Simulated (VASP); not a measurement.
# Na2S (Fm-3m) in VASP: notebook

Na2S is run at these levels: PBE; tasks: single point.

All numbers are computed with VASP 6.6.1; they aren't measurements. Logs are shortened: lines on timing, memory, paths and dates and some standing lists are left out, and cuts for length are marked.

## Step 1: The cell of the first run

It takes space group Fm-3m (No. 225, cubic). The conventional cell has a = 6.502 Å, b = 6.502 Å, c = 6.502 Å, α = 90.00°, β = 90.00°, γ = 90.00°. Within 3.7 Å of Na (site symmetry -43m) lie 4 S at 2.82 Å and 6 Na at 3.25 Å. Within 3.7 Å of S (site symmetry m-3m) lie 8 Na at 2.82 Å.

## Step 2: Single point, PBE (volume changed by -3%)

Contents of INCAR:

```
SYSTEM = Na2S
ALGO = Normal ; EDIFF = 1E-6
ENCUT = 500 ; GGA = PE
GGA_COMPAT = .False. ; ISIF = 2
ISMEAR = 0 ; LASPH = .True.
LCHARG = .True. ; LELF = .True.
LREAL = .False. ; LVHAR = .True.
LWAVE = .False. ; NBANDS = 17
NELM = 120 ; PREC = Accurate
SIGMA = 0.01
```

Contents of KPOINTS:

```
k-points
0
Gamma
  6 6 6
  0 0 0
```

Contents of POSCAR:

```
Na2S
1.0
    0.0000000000      3.2508316042      3.2508316042
    3.2508316042      0.0000000000      3.2508316042
    3.2508316042      3.2508316042      0.0000000000
Na S
2 1
Direct
    0.2500000000      0.2500000000      0.2500000000
    0.7500000000      0.7500000000      0.7500000000
    0.0000000000      0.0000000000      0.0000000000
```

Potentials or basis: VASP PAW PBE potentials, release 64 (Na_pv, S).

Launch:

```
cat potpaw_PBE.64/Na_pv/POTCAR potpaw_PBE.64/S/POTCAR > POTCAR
mpirun -np 1 vasp_std > vasp.out
```

OUTCAR:

```text
SYSTEM = Na2S
   EDIFF = 1E-6
   ENCUT = 500
   GGA = PE
   ISIF = 2
   ISMEAR = 0
   LASPH = .True.
   LREAL = .False.
   NELM = 120
   PREC = Accurate

 ion  position               nearest neighbor table
   1  0.250  0.250  0.250-
   2  0.750  0.750  0.750-
   3  0.000  0.000  0.000-

  LATTYP: Found a face centered cubic cell.
 ALAT       =     6.5016632084

  Lattice vectors:

 A1 = (   0.0000000000,   3.2508316042,   3.2508316042)
 A2 = (   3.2508316042,   0.0000000000,   3.2508316042)
 A3 = (   3.2508316042,   3.2508316042,   0.0000000000)

Analysis of symmetry for initial positions (statically):
=====================================================================
 Subroutine PRICEL returns:
 Original cell was already a primitive cell.

 Routine SETGRP: Setting up the symmetry group for a
 face centered cubic supercell.

 Subroutine GETGRP returns: Found 48 space group operations
[... 9 lines left out ...]

 Routine SETGRP: Setting up the symmetry group for a
 face centered cubic supercell.

 Subroutine GETGRP returns: Found 48 space group operations
[... 11 lines left out ...]
                                     Primitive cell

  volume of cell :      68.7090

  direct lattice vectors                    reciprocal lattice vectors
     0.000000000  3.250831604  3.250831604    -0.153806798  0.153806798  0.153806798
     3.250831604  0.000000000  3.250831604     0.153806798 -0.153806798  0.153806798
     3.250831604  3.250831604  0.000000000     0.153806798  0.153806798 -0.153806798

  length of vectors
     4.597370144  4.597370144  4.597370144     0.266401189  0.266401189  0.266401189

  position of ions in fractional coordinates (direct lattice)
     0.250000000  0.250000000  0.250000000
     0.750000000  0.750000000  0.750000000
     0.000000000  0.000000000  0.000000000

  ion indices of the primitive-cell ions
   primitive index   ion index
                 1           1
                 2           2
                 3           3

----------------------------------------------------------------------------------------

 KPOINTS: k-points

Automatic generation of k-mesh.
 Grid dimensions read from file:
 generate k-points for:    6    6    6

 Generating k-lattice:

  Cartesian coordinates                     Fractional coordinates (reciprocal lattice)
    -0.025634466  0.025634466  0.025634466     0.166666667  0.000000000  0.000000000
     0.025634466 -0.025634466  0.025634466     0.000000000  0.166666667  0.000000000
     0.025634466  0.025634466 -0.025634466     0.000000000  0.000000000  0.166666667

  Length of vectors
     0.044400198  0.044400198  0.044400198

  Shift w.r.t. Gamma in fractional coordinates (k-lattice)
     0.000000000  0.000000000  0.000000000

 Subroutine IBZKPT returns following result:
 ===========================================

 Found     16 irreducible k-points:

 Following reciprocal coordinates:
            Coordinates               Weight
  0.000000  0.000000  0.000000      1.000000
  0.166667  0.000000  0.000000      8.000000
  0.333333  0.000000  0.000000      8.000000
  0.500000  0.000000  0.000000      4.000000
  0.166667  0.166667  0.000000      6.000000
  0.333333  0.166667  0.000000     24.000000
[... 8 lines left out ...]
 -0.333333  0.333333  0.166667     24.000000
 -0.333333  0.500000  0.166667     12.000000
   k-points           NKPTS =     16   k-points in BZ     NKDIM =     16   number of bands    NBANDS=     17
   number of dos      NEDOS =    301   number of ions     NIONS =      3
   total plane-waves  NPLWV =  46656
   dimension x,y,z NGX =    36 NGY =   36 NGZ =   36
   dimension x,y,z NGXF=    72 NGYF=   72 NGZF=   72
   ions per type =               2   1
   NGX,Y,Z   is equivalent  to a cutoff of  13.02, 13.02, 13.02 a.u.
   NGXF,Y,Z  is equivalent  to a cutoff of  26.04, 26.04, 26.04 a.u.
 SYSTEM =  Na2S
   PREC   = accura    normal or accurate (medium, high low for compatibility)
   ISTART =      0    job   : 0-new  1-cont  2-samecut
   ICHARG =      2    charge: 1-file 2-atom 10-const
   ISPIN  =      1    spin polarized calculation?
   LNONCOLLINEAR =      F non collinear calculations
   LSORBIT =      F    spin-orbit coupling
   LASPH  =      T    aspherical Exc in radial PAW
   ENCUT  =  500.0 eV  36.75 Ry    6.06 a.u.   8.38  8.38  8.38*2*pi/ulx,y,z
   NELM   =    120;   NELMIN=  2; NELMDL= -5     # of ELM steps
   EDIFF  = 0.1E-05   stopping-criterion for ELM
   LREAL  =      F    real-space projection
   EDIFFG = 0.1E-04   stopping-criterion for IOM
   NSW    =      0    number of steps for IOM
   IBRION =     -1    ionic relax: 0-MD 1-quasi-New 2-CG
   NFREE  =      0    steps in history (QN), initial steepest desc. (CG)
   ISIF   =      2    stress and relaxation
   ISYM   =      2    0-nonsym 1-usesym 2-fastsym
   POTIM  = 0.5000    time-step for ionic-motion
   TEBEG  =    0.0;   TEEND  =   0.0 temperature during run
   PSTRESS=    0.0 pullay stress
   NELECT =      20.0000    total number of electrons
   NUPDOWN=      -1.0000    fix difference up-down
   EMIN   =  10.00;   EMAX   =-10.00  energy-range for DOS
   EFERMI =   0.00;   METHOD = LEGACY
   ISMEAR =     0;   SIGMA  =   0.01  broadening in eV -4-tet -1-fermi 0-gaus
   EFERMI_NEDOS =   21; number of points for ismear=-14 and -15
   IALGO  =     38    algorithm
   IMIX   =      4    mixing-type and parameters
     AMIX     =   0.40;   BMIX     =  1.00
     AMIX_MAG =   1.60;   BMIX_MAG =  1.00
  volume/ion in A,a.u.               =      22.90       154.56
  Fermi-wavevector in a.u.,A,eV,Ry     =   1.084960  2.050277 16.015935  1.177138
  Thomas-Fermi vector in A             =   2.221062
   LORBIT       =      0    0 simple, 1 ext, 2 COOP (PROOUT), +10 PAW based schemes
   GGA     = PE    functional components
   LHFCALC =     F    Hartree Fock is set to
   AEXX    =    0.0000 exact exchange contribution
   IVDW    =     0    specifies the selected vdW correction
   LEPSILON=     F    determine dielectric tensor
   LRPA    =     F    only Hartree local field effects (RPA)
 non-spin polarized calculation
 Gauss-broadening in eV      SIGMA  =   0.01
  energy-cutoff  :      500.00
  volume of cell :       68.71
 maximum number of plane-waves:      1807
 NGX is ok and might be reduce to    36
   NGX = 17   NGY = 17   NGZ = 17

 number of electron      19.9999984 magnetization

 Free energy of the ion-electron system (eV)
  ---------------------------------------------------
  ext. energy  EPLUGINS =         0.00000000
  ---------------------------------------------------
  free energy    TOTEN  =        -9.96953361 eV

  energy without entropy =       -9.96953361  energy(sigma->0) =       -9.96953361

 E-fermi :   0.3773     XC(G=0):  -7.8902

 val. band max:        0.2659452570   @ k =   0.0000   0.0000   0.0000
 cond. band min:       2.8118939244   @ k =   0.0000   0.0000   0.0000
 fundamental gap:      2.5459486673
 Fermi energy:         0.3772691143

 k-point     1 :       0.0000    0.0000    0.0000
  band No.  band energies     occupation
      1     -21.9376      2.00000
      2     -21.9376      2.00000
      3     -21.9376      2.00000
      4     -21.8808      2.00000
      5     -21.8808      2.00000
      6     -21.8808      2.00000
[... 9 lines left out ...]
     16       9.6647      0.00000
     17      11.5874      0.00000

 k-point     2 :       0.1667    0.0000    0.0000
  band No.  band energies     occupation
      1     -21.9352      2.00000
      2     -21.9340      2.00000
      3     -21.9340      2.00000
      4     -21.8866      2.00000
      5     -21.8849      2.00000
      6     -21.8849      2.00000
[... 9 lines left out ...]
     16       9.2188      0.00000
     17      10.9422      0.00000

 k-point     3 :       0.3333    0.0000    0.0000
  band No.  band energies     occupation
      1     -21.9280      2.00000
      2     -21.9241      2.00000
      3     -21.9241      2.00000
      4     -21.9005      2.00000
      5     -21.8957      2.00000
      6     -21.8957      2.00000
[... 9 lines left out ...]
     16      10.1012      0.00000
     17      10.7564      0.00000

 k-point     4 :       0.5000    0.0000    0.0000
  band No.  band energies     occupation
      1     -21.9188      2.00000
      2     -21.9131      2.00000
      3     -21.9110      2.00000
      4     -21.9110      2.00000
      5     -21.9093      2.00000
      6     -21.9093      2.00000
[... 9 lines left out ...]
     16      11.7467      0.00000
     17      11.7467      0.00000

 k-point     5 :       0.1667    0.1667    0.0000
  band No.  band energies     occupation
      1     -21.9406      2.00000
      2     -21.9406      2.00000
      3     -21.9198      2.00000
      4     -21.9022      2.00000
      5     -21.8789      2.00000
      6     -21.8789      2.00000
[... 9 lines left out ...]
     16      10.0337      0.00000
     17      12.1992      0.00000

 k-point     6 :       0.3333    0.1667    0.0000
  band No.  band energies     occupation
      1     -21.9401      2.00000
      2     -21.9391      2.00000
      3     -21.9218      2.00000
      4     -21.9033      2.00000
      5     -21.8823      2.00000
      6     -21.8814      2.00000
[... 9 lines left out ...]
     16      10.6991      0.00000
     17      11.6779      0.00000
[... 121 lines left out ...]
 k-point    13 :       0.5000    0.5000    0.0000
  band No.  band energies     occupation
      1     -21.9656      2.00000
      2     -21.9495      2.00000
      3     -21.9495      2.00000
      4     -21.8731      2.00000
      5     -21.8731      2.00000
      6     -21.8662      2.00000
[... 9 lines left out ...]
     16      12.1190      0.00000
     17      12.3432      0.00000

 k-point    14 :       0.5000    0.3333    0.1667
  band No.  band energies     occupation
      1     -21.9507      2.00000
      2     -21.9407      2.00000
      3     -21.9279      2.00000
      4     -21.8947      2.00000
      5     -21.8862      2.00000
      6     -21.8732      2.00000
[... 9 lines left out ...]
     16      11.4526      0.00000
     17      12.4130      0.00000

 k-point    15 :      -0.3333    0.3333    0.1667
  band No.  band energies     occupation
      1     -21.9540      2.00000
      2     -21.9487      2.00000
      3     -21.9116      2.00000
      4     -21.9115      2.00000
      5     -21.8756      2.00000
      6     -21.8747      2.00000
[... 9 lines left out ...]
     16      10.9649      0.00000
     17      12.3792      0.00000

 k-point    16 :      -0.3333    0.5000    0.1667
  band No.  band energies     occupation
      1     -21.9623      2.00000
      2     -21.9528      2.00000
      3     -21.9305      2.00000
      4     -21.8923      2.00000
      5     -21.8714      2.00000
      6     -21.8679      2.00000
[... 9 lines left out ...]
     16      11.5342      0.00000
     17      12.3166      0.00000

------------------------ aborting loop because EDIFF is reached ----------------------------------------

  FORCE on cell =-STRESS in cart. coord.  units (eV):
  Direction    XX          YY          ZZ          XY          YZ          ZX
  --------------------------------------------------------------------------------------
  -------------------------------------------------------------------------------------
  Total        0.3972427      0.3972427      0.3972427      0.0000000      0.0000000     -0.0000000
  in kB        9.2630302      9.2630302      9.2630302      0.0000000      0.0000000     -0.0000000
  external PRESSURE =       9.2630302 kB  Pullay stress =       0.0000000 kB

 VOLUME and BASIS-vectors are now :
 -----------------------------------------------------------------------------
  energy-cutoff  :      500.00
  volume of cell :       68.71
      direct lattice vectors                 reciprocal lattice vectors
     0.000000000  3.250831604  3.250831604    -0.153806798  0.153806798  0.153806798
     3.250831604  0.000000000  3.250831604     0.153806798 -0.153806798  0.153806798
     3.250831604  3.250831604  0.000000000     0.153806798  0.153806798 -0.153806798

 POSITION                                       TOTAL-FORCE (eV/Angst)
 -----------------------------------------------------------------------------------
      1.62542      1.62542      1.62542         0.000000      0.000000      0.000000
      4.87625      4.87625      4.87625         0.000000     -0.000000     -0.000000
      0.00000      0.00000      0.00000        -0.000000      0.000000     -0.000000
 -----------------------------------------------------------------------------------
    total drift:                                0.000000      0.000000      0.000000

  FREE ENERGIE OF THE ION-ELECTRON SYSTEM (eV)
  ---------------------------------------------------
  free  energy   TOTEN  =        -9.9695336088 eV

  energy  without entropy=       -9.9695336088  energy(sigma->0) =       -9.96953361
```

Run time: 23 s. Hardware: 1 thread of Intel Xeon Platinum 8259CL at 2.50GHz (Skylake/Cascade Lake), shared host; peak memory 0.19 GiB.

What came out:

* Free energy: -9.9695 eV
* Pressure: 0.9 GPa
* Band gap on the k mesh: 2.55 eV, direct

(Part 1 of 2 ends here.)
